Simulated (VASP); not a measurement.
A run of VASP 6.6.1:

Contents of INCAR:

```
SYSTEM = Zn
ALGO     = Normal         ! electronic algorithm
EDIFF    = 1E-6           ! SCF threshold, eV
ENCUT    = 520            ! plane-wave cutoff, eV
GGA      = RE             ! functional
ISIF     = 2              ! what is computed and relaxed
ISMEAR   = -1             ! smearing method
LASPH    = .True.         ! aspherical terms in the spheres
LCHARG   = .False.        ! write CHGCAR
LREAL    = .False.        ! projectors in reciprocal space
LWAVE    = .False.        ! write WAVECAR
NBANDS   = 25             ! bands
NELM     = 80             ! most SCF steps
PREC     = Accurate       ! precision mode
SIGMA    = 0.1            ! smearing width, eV
```

The input KPOINTS:

```
k-points
0
Gamma
  9 9 13
  0 0 0
```

File POSCAR:

```
Zn
1.0
    4.4136926200      0.0000000000      0.0000000000
   -2.2068463100      3.8223699334      0.0000000000
    0.0000000000      0.0000000000      2.6401521545
Zn
3
Direct
    0.0000000000      0.0000000000      1.0000000000
    0.3333333333      0.6666666667      0.5000000000
    0.6666666667      0.3333333333      0.5000000000
```

Potentials or basis: VASP PAW PBE potentials, release 64 (Zn).

Run with:

```sh
$ cat potpaw_PBE.64/Zn/POTCAR > POTCAR
$ mpirun -np 1 vasp_std > vasp.out
```

Hardware: 1 thread of Intel(R) Xeon(R) 6975P-C (Granite Rapids), on a shared host.

Q: Estimate the wall time of this run.

A: Wall time 37 s on 1 thread of Intel(R) Xeon(R) 6975P-C (Granite Rapids), on a shared host, peak memory 0.2 GiB. Counts: scf iterations 12, k points 84.
